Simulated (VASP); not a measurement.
Input of a VASP 6.6.1 run:

Contents of INCAR:

```
PREC     = Accurate       # precision mode
ENCUT    = 600            # plane-wave cutoff, eV
EDIFF    = 1E-6           # SCF threshold, eV
ISMEAR   = 0              # smearing method
SIGMA    = 0.05           # smearing width, eV
LREAL    = F              # projectors in reciprocal space
LASPH    = T              # aspherical terms in the spheres
NELM     = 200            # most SCF steps
ALGO     = Normal         # electronic algorithm
ISIF     = 2              # what is computed and relaxed
LWAVE    = F              # write WAVECAR
LCHARG   = F              # write CHGCAR
ISPIN    = 2              # spin polarisation
MAGMOM   = 5 0 0 0 0 0 0 0 0 0 0 0 0 0 0 0 0 0 0 0 0 0 0 0 # initial moments
LORBIT   = 11             # projections on sites
LMAXMIX  = 4              # l up to which the mixer works
LDAU     = T              # DFT+U
LDAUTYPE = 2            
LDAUL    = 2 -1 -1        # shell
LDAUU    = 4 0 0          # U, eV
LDAUJ    = 0 0 0        
LDAUPRINT= 1            
GGA      = PS             # functional
NBANDS   = 116            # bands
GGA_COMPAT= F            
KPAR     = 4
```

KPOINTS

```
regular mesh
0
Gamma
  3 3 3
```

Contents of POSCAR:

```
Zr7CoO16
1.0
   10.2840800000      0.0000000000      0.0000000000
    5.1420400000      5.2086900000      0.0000000000
    4.2956000000      0.0000000000      5.2419900000
Co Zr O
1 7 16
Direct
    0.0068164376      0.0505627012      0.1629537776
    0.5080195274      0.0439870511      0.2154572255
    0.9416031450      0.5346591041      0.3022182261
    0.4414473278      0.5464290120      0.2874111426
    0.4819110574      0.9559208534      0.7967311292
    0.9906037955      0.9571940525      0.7775257486
    0.5594141896      0.4490768270      0.7108376147
    0.0499764110      0.4697677826      0.7109948808
    0.7152919879      0.3130576863      0.3393078573
    0.1914957621      0.3273959310      0.3550381709
    0.9877961765      0.8322675682      0.1395582150
    0.4868615714      0.8188802391      0.1473549954
    0.8042713333      0.6829990648      0.6484462056
    0.3121987160      0.6689005449      0.6408994340
    0.5122593061      0.1771503312      0.8573374890
    0.0350697823      0.1631749052      0.8376627924
    0.6049262672      0.7632881829      0.4785407772
    0.1039099876      0.7687304478      0.4730795062
    0.1204446759      0.2408937279      0.0418843908
    0.6355852917      0.2454464963      0.0323107969
    0.8775599230      0.2733954474      0.5550209038
    0.3836414874      0.2511993655      0.5325270808
    0.3761263756      0.7281754582      0.9744082893
    0.8727694648      0.7374472192      0.9824933504
```

Potentials or basis: VASP PAW PBE potentials, release 64 (Co, Zr_sv, O).

Run with:

```console
$ cat potpaw_PBE.64/Co/POTCAR potpaw_PBE.64/Zr_sv/POTCAR potpaw_PBE.64/O/POTCAR > POTCAR
$ mpirun -np 4 vasp_std > vasp.out
```

(1) Predict the pressure.

(2) What does it give for the site moments?

(3) Estimate the net moment.

## Answers

(1) -3.0 GPa.

(2) Co +3.23; Zr +0.00, +0.01 (each value once); O +0.33, +0.03, +0.36, +0.01, +0.02, +0.30, +0.08, +0.14, +0.06 (each value once) μB.

(3) 5.00 μB per cell.

Caveat: the PAW data sets were made with another functional, which shifts forces and pressure a little; a cell with one magnetic atom can't hold antiferromagnetic order, which such compounds often take.
